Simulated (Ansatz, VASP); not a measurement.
## Two plane-wave programs on WSe2

INCAR

```
ALGO = Normal ; EDIFF = 1E-6
EDIFFG = -0.001 ; ENCUT = 600
GGA = PS ; IBRION = 2
ISIF = 3 ; ISMEAR = 0
LASPH = T ; LCHARG = F
LREAL = F ; LWAVE = F
NELM = 80 ; NSW = 80
PREC = Accurate ; SIGMA = 0.01
```

The input KPOINTS:

```
k-points
0
Gamma
  12 12 2
```

File POSCAR:

```
WSe2
1.0
    3.2711504077      0.0000000000      0.0000000000
   -1.6355752039      2.8328993527      0.0000000000
    0.0000000000      0.0000000000     13.2206680790
W Se
2 4
Direct
    0.3333333333      0.6666666667      0.2500000000
    0.6666666667      0.3333333333      0.7500000000
    0.3333333333      0.6666666667      0.6233861727
    0.6666666667      0.3333333333      0.1233861727
    0.3333333333      0.6666666667      0.8766138273
    0.6666666667      0.3333333333      0.3766138273
```

Input for Ansatz:

```yaml
crystal:
  lattice:
    - [3.2711504077, 0.0, 0.0]
    - [-1.6355752039, 2.8328993527, 0.0]
    - [0.0, 0.0, 13.220668079]
  atoms:
    - { symbol: W, position: [0.3333333333, 0.6666666667, 0.25] }
    - { symbol: W, position: [0.6666666667, 0.3333333333, 0.75] }
    - { symbol: Se, position: [0.3333333333, 0.6666666667, 0.6233861727] }
    - { symbol: Se, position: [0.6666666667, 0.3333333333, 0.1233861727] }
    - { symbol: Se, position: [0.3333333333, 0.6666666667, 0.8766138273] }
    - { symbol: Se, position: [0.6666666667, 0.3333333333, 0.3766138273] }
basis:
  ecutwfc: 420
kpoints:
  mp_grid: { grid: [12, 12, 2] }
hamiltonian:
  xc: pbesol
scf:
  occupations: { method: fixed }
output:
  forces: true
  stress: true
  eigenvalues: true
relax:
  adjacent_minimum: "off"
  f_tol: 0.001
  max_steps: 60
  cell: { stress_tol: 0.01 }
```

Alike in both runs: task relaxation of cell and atoms; functional PBEsol; k mesh 12 × 12 × 2; no spin polarisation.

|  | VASP | Ansatz |
| --- | --- | --- |
| version | VASP 6.6.1 | Ansatz 0.2.0 |
| potentials or method | VASP PAW PBE potentials, release 64 (W_sv, Se), cutoff 600 eV | scalar-relativistic, plane waves, PAW |
| occupations | gaussian, width 0.01 eV | fixed |
| valence electrons in the cell | 52 | 92 |

```csv
,VASP,Ansatz,Ansatz less VASP
"gap on the k mesh at the Fermi level, each at its own relaxed structure (eV)",1.04,1.04,+0.004
relaxed volume (Å³/atom),20.47,20.42,-0.052
relaxed cell length with the largest relative difference (Å),3.274,3.271,-0.0028
```

VASP's potentials were made for PBE, not for PBEsol. VASP's potentials hold 52 valence electrons a cell and Ansatz's 92, so a difference there can come from the potentials and not from the codes.

Neither program's run includes spin-orbit coupling.
